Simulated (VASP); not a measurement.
Wanted: the native input for a VASP 6.6.1 run.

```
Task                   : single point
Functional             : PBE
Potentials or basis    : VASP PAW PBE potentials, release 64 (Si)
Cutoff                 : 520 eV
k mesh                 : 8 × 8 × 8
Occupations            : gaussian, width 0.05 eV
Spin                   : no spin polarisation
Dipole correction      : no
Further INCAR settings : ALGO = Normal; EDIFF = 1e-06; NBANDS = 11
```

The structure of Si lies in POSCAR:

```
Si
1.0
    0.0000000000      2.7348812168      2.7348812168
    2.7348812168      0.0000000000      2.7348812168
    2.7348812168      2.7348812168      0.0000000000
Si
2
Direct
    0.5021938796      0.4978061204      0.4802550840
    0.7478061204      0.7521938796      0.7697449160
```

This cell differs from its parent crystal: atoms displaced along a vibrational mode.

The input as run:

INCAR

```
SYSTEM = Si
PREC     = Accurate       ! precision mode
ENCUT    = 520            ! plane-wave cutoff, eV
EDIFF    = 1E-6           ! SCF threshold, eV
ISMEAR   = 0              ! smearing method
SIGMA    = 0.05           ! smearing width, eV
LREAL    = .False.        ! projectors in reciprocal space
LASPH    = .True.         ! aspherical terms in the spheres
NELM     = 80             ! most SCF steps
ALGO     = Normal         ! electronic algorithm
ISIF     = 2              ! what is computed and relaxed
LWAVE    = .False.        ! write WAVECAR
LCHARG   = .True.         ! write CHGCAR
GGA      = PE             ! functional
LELF     = .True.         ! ELF
LVHAR    = .True.       
NBANDS   = 11             ! bands
```

KPOINTS

```
Automatic mesh
0
Gamma
  8 8 8
  0 0 0
```

Potentials or basis: VASP PAW PBE potentials, release 64 (Si).

The run is started by

```sh
$ cat potpaw_PBE.64/Si/POTCAR > POTCAR
$ mpirun -np 1 vasp_std > vasp.out
```

Results of the run:

```
Pressure               : 0.7 GPa
Largest force          : 2.017 eV/Å
Band gap on the k mesh : zero (bands 4 and 5 overlap by 0.30 eV)
```

Caveat: the cell differs from its parent crystal (atoms displaced along a vibrational mode); semilocal functionals underestimate gaps, so a narrow gap can read as zero; forces of over 1 eV/Å act on the atoms, so gaps and moduli don't describe the material at rest.

Run time: 99 s on 1 thread of Intel(R) Xeon(R) Platinum 8259CL CPU @ 2.50GHz (Skylake/Cascade Lake), with other jobs on the host, peak memory 0.23 GiB.
